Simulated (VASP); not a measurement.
# Ir (Fm-3m) in VASP: single point with LDA

Aim: the single point of Ir with LDA.

Everything below comes from runs of VASP 6.6.1. Logs are shortened: lines on timing, memory, paths and dates and some standing lists are left out, and cuts for length are marked.

## Step 1: The cell of the first run

It takes space group Fm-3m (No. 225, cubic). The conventional cell has a = 3.830 Å, b = 3.830 Å, c = 3.830 Å, α = 90.00°, β = 90.00°, γ = 90.00°. Within 3.6 Å of Ir (site symmetry m-3m) lie 12 Ir at 2.71 Å.

## Step 2: Single point, LDA

File INCAR:

```
SYSTEM = Ir
PREC = Accurate
ENCUT = 500
EDIFF = 1E-6
ISMEAR = 0
SIGMA = 0.1
LREAL = .False.
LASPH = .True.
NELM = 120
ALGO = Normal
ISIF = 2
LWAVE = .False.
LCHARG = .True.
GGA = CA
LELF = .True.
LVHAR = .True.
NBANDS = 10
GGA_COMPAT = .False.
```

File KPOINTS:

```
Automatic mesh
0
Gamma
  8 8 8
  0 0 0
```

File POSCAR:

```
Ir
1.0
    0.0000000000      1.9150000000      1.9150000000
    1.9150000000      0.0000000000      1.9150000000
    1.9150000000      1.9150000000      0.0000000000
Ir
1
Direct
    0.0000000000      0.0000000000      0.0000000000
```

Potentials or basis: VASP PAW LDA potentials, release 64 (Ir).

Started as:

```sh
> cat potpaw_LDA.64/Ir/POTCAR > POTCAR
> mpirun -np 1 vasp_std > vasp.out
```

OUTCAR:

```text
SYSTEM = Ir
   PREC = Accurate
   ENCUT = 500
   EDIFF = 1E-6
   ISMEAR = 0
   LREAL = .False.
   LASPH = .True.
   NELM = 120
   ISIF = 2
   GGA = CA

 ion  position               nearest neighbor table
   1  0.000  0.000  0.000-

  LATTYP: Found a face centered cubic cell.
 ALAT       =     3.8300000000

  Lattice vectors:

 A1 = (   0.0000000000,   1.9150000000,   1.9150000000)
 A2 = (   1.9150000000,   0.0000000000,   1.9150000000)
 A3 = (   1.9150000000,   1.9150000000,   0.0000000000)

Analysis of symmetry for initial positions (statically):
=====================================================================
 Subroutine PRICEL returns:
 Original cell was already a primitive cell.

 Routine SETGRP: Setting up the symmetry group for a
 face centered cubic supercell.

 Subroutine GETGRP returns: Found 48 space group operations
 (whereof 48 operations were pure point group operations)
 out of a pool of 48 trial point group operations.

The static configuration has the point symmetry O_h .

Analysis of symmetry for dynamics (positions and initial velocities):
=====================================================================
 Subroutine PRICEL returns:
 Original cell was already a primitive cell.

 Routine SETGRP: Setting up the symmetry group for a
 face centered cubic supercell.

 Subroutine GETGRP returns: Found 48 space group operations
 (whereof 48 operations were pure point group operations)
 out of a pool of 48 trial point group operations.

The dynamic configuration has the point symmetry O_h .

 Subroutine INISYM returns: Found 48 space group operations
 (whereof 48 operations are pure point group operations),
 and found     1 'primitive' translations

----------------------------------------------------------------------------------------

                                     Primitive cell

  volume of cell :      14.0455

  direct lattice vectors                    reciprocal lattice vectors
     0.000000000  1.915000000  1.915000000    -0.261096606  0.261096606  0.261096606
     1.915000000  0.000000000  1.915000000     0.261096606 -0.261096606  0.261096606
     1.915000000  1.915000000  0.000000000     0.261096606  0.261096606 -0.261096606

  length of vectors
     2.708218972  2.708218972  2.708218972     0.452232587  0.452232587  0.452232587

  position of ions in fractional coordinates (direct lattice)
     0.000000000  0.000000000  0.000000000

  ion indices of the primitive-cell ions
   primitive index   ion index
[... 72 lines left out ...]
   NELM   =    120;   NELMIN=  2; NELMDL= -5     # of ELM steps
   EDIFF  = 0.1E-05   stopping-criterion for ELM
   LREAL  =      F    real-space projection
   EDIFFG = 0.1E-04   stopping-criterion for IOM
   NSW    =      0    number of steps for IOM
   IBRION =     -1    ionic relax: 0-MD 1-quasi-New 2-CG
   NFREE  =      0    steps in history (QN), initial steepest desc. (CG)
   ISIF   =      2    stress and relaxation
   ISYM   =      2    0-nonsym 1-usesym 2-fastsym
   POTIM  = 0.5000    time-step for ionic-motion
   TEBEG  =    0.0;   TEEND  =   0.0 temperature during run
   PSTRESS=    0.0 pullay stress
   NELECT =       9.0000    total number of electrons
   NUPDOWN=      -1.0000    fix difference up-down
   EMIN   =  10.00;   EMAX   =-10.00  energy-range for DOS
   EFERMI =   0.00;   METHOD = LEGACY
   ISMEAR =     0;   SIGMA  =   0.10  broadening in eV -4-tet -1-fermi 0-gaus
   EFERMI_NEDOS =   21; number of points for ismear=-14 and -15
   IALGO  =     38    algorithm
   IMIX   =      4    mixing-type and parameters
     AMIX     =   0.40;   BMIX     =  1.00
     AMIX_MAG =   1.60;   BMIX_MAG =  1.00
  volume/ion in A,a.u.               =      14.05        94.78
  Fermi-wavevector in a.u.,A,eV,Ry     =   1.411379  2.667119 27.102667  1.991990
  Thomas-Fermi vector in A             =   2.533236
   LORBIT       =      0    0 simple, 1 ext, 2 COOP (PROOUT), +10 PAW based schemes
   GGA     = CA    functional components
   LHFCALC =     F    Hartree Fock is set to
   AEXX    =    0.0000 exact exchange contribution
   IVDW    =     0    specifies the selected vdW correction
   LEPSILON=     F    determine dielectric tensor
   LRPA    =     F    only Hartree local field effects (RPA)
 non-spin polarized calculation
 Gauss-broadening in eV      SIGMA  =   0.10
  energy-cutoff  :      500.00
  volume of cell :       14.05
 maximum number of plane-waves:       368
   NGX =  9   NGY =  9   NGZ =  9

 number of electron       9.0000000 magnetization

 Free energy of the ion-electron system (eV)
  ---------------------------------------------------
  ext. energy  EPLUGINS =         0.00000000
  ---------------------------------------------------
  free energy    TOTEN  =       -10.24926799 eV

  energy without entropy =      -10.24027069  energy(sigma->0) =      -10.24476934

 E-fermi :  10.4878     XC(G=0): -14.1807

 val. band max:       10.4415111115   @ k =  -0.3750   0.1250   0.0000
 cond. band min:      10.5027856672   @ k =  -0.3750   0.2500   0.0000
 fundamental gap:      0.0612745557
 Fermi energy:        10.4878190317

 k-point     1 :       0.0000    0.0000    0.0000
  band No.  band energies     occupation
      1      -0.7466      2.00000
      2       6.4742      2.00000
      3       6.4742      2.00000
      4       6.4742      2.00000
      5       9.2505      2.00000
      6       9.2505      2.00000
      7      24.7522      0.00000
      8      30.3563      0.00000
      9      30.3563      0.00000
     10      30.3563      0.00000
[... 287 lines left out ...]
 k-point    24 :      -0.3750    0.2500    0.1250
  band No.  band energies     occupation
      1       3.7316      2.00000
      2       5.1460      2.00000
      3       6.7894      2.00000
      4       7.8276      2.00000
      5      11.0194      0.00000
      6      15.6783      0.00000
      7      17.1617      0.00000
      8      26.2727      0.00000
      9      26.4336      0.00000
     10      30.2918      0.00000

 [... further k-points ...]
[... 5 lines left out ...]
  --------------------------------------------------------------------------------------
  -------------------------------------------------------------------------------------
  Total       -0.1718635     -0.1718635     -0.1718635      0.0000000      0.0000000      0.0000000
  in kB      -19.6045952    -19.6045952    -19.6045952      0.0000000      0.0000000      0.0000000
  external PRESSURE =     -19.6045952 kB  Pullay stress =       0.0000000 kB

 VOLUME and BASIS-vectors are now :
 -----------------------------------------------------------------------------
  energy-cutoff  :      500.00
  volume of cell :       14.05
      direct lattice vectors                 reciprocal lattice vectors
     0.000000000  1.915000000  1.915000000    -0.261096606  0.261096606  0.261096606
     1.915000000  0.000000000  1.915000000     0.261096606 -0.261096606  0.261096606
     1.915000000  1.915000000  0.000000000     0.261096606  0.261096606 -0.261096606

 POSITION                                       TOTAL-FORCE (eV/Angst)
 -----------------------------------------------------------------------------------
      0.00000      0.00000      0.00000         0.000000      0.000000      0.000000
 -----------------------------------------------------------------------------------
    total drift:                                0.000000     -0.000000     -0.000000

  FREE ENERGIE OF THE ION-ELECTRON SYSTEM (eV)
  ---------------------------------------------------
  free  energy   TOTEN  =       -10.2492679878 eV

  energy  without entropy=      -10.2402706852  energy(sigma->0) =      -10.24476934
```

OSZICAR:

```text
N       E                     dE             d eps       ncg     rms          rms(c)
DAV:   1     0.442220248474E+02    0.44222E+02   -0.43515E+03   588   0.803E+02
DAV:   2    -0.100805899286E+02   -0.54303E+02   -0.51224E+02   604   0.191E+02
DAV:   3    -0.108578406572E+02   -0.77725E+00   -0.77376E+00   720   0.275E+01
DAV:   4    -0.108651352314E+02   -0.72946E-02   -0.72936E-02   664   0.243E+00
DAV:   5    -0.108652872567E+02   -0.15203E-03   -0.15202E-03   642   0.325E-01    0.162E+01
DAV:   6    -0.103464999638E+02    0.51879E+00   -0.91058E-01   648   0.117E+01    0.647E+00
DAV:   7    -0.102565971658E+02    0.89903E-01   -0.25070E-01   718   0.556E+00    0.157E+00
DAV:   8    -0.102521295288E+02    0.44676E-02   -0.19586E-03   622   0.502E-01    0.940E-01
DAV:   9    -0.102492699312E+02    0.28596E-02   -0.16922E-03   648   0.618E-01    0.360E-02
DAV:  10    -0.102492672234E+02    0.27078E-05   -0.92543E-06   814   0.308E-02    0.958E-03
DAV:  11    -0.102492679878E+02   -0.76444E-06   -0.60163E-07   438   0.486E-03
   1 F= -.10249268E+02 E0= -.10244769E+02  d E =-.899730E-02
```

stdout:

```text
POSCAR found type information on POSCAR Ir
 POSCAR found :  1 types and       1 ions
 scaLAPACK will be used
 LDA part: xc-table for (Slater(with rela. corr.)+CA(PZ))
 , standard interpolation
 POSCAR, INCAR and KPOINTS ok, starting setup
 FFT: planning ... GRIDC
 FFT: planning ... GRID_SOFT
 FFT: planning ... GRID
 WAVECAR not read
 entering main loop
```

It took 4.1 s on 1 thread of Intel Xeon Platinum 8488C (Sapphire Rapids), shared host; peak memory 0.11 GiB.

What came out:

| Quantity | Value |
| --- | --- |
| Free energy | -10.2493 eV |
| Pressure | -2.0 GPa |

Caveat: spin-orbit coupling is left out, which moves the levels of the heavy elements.
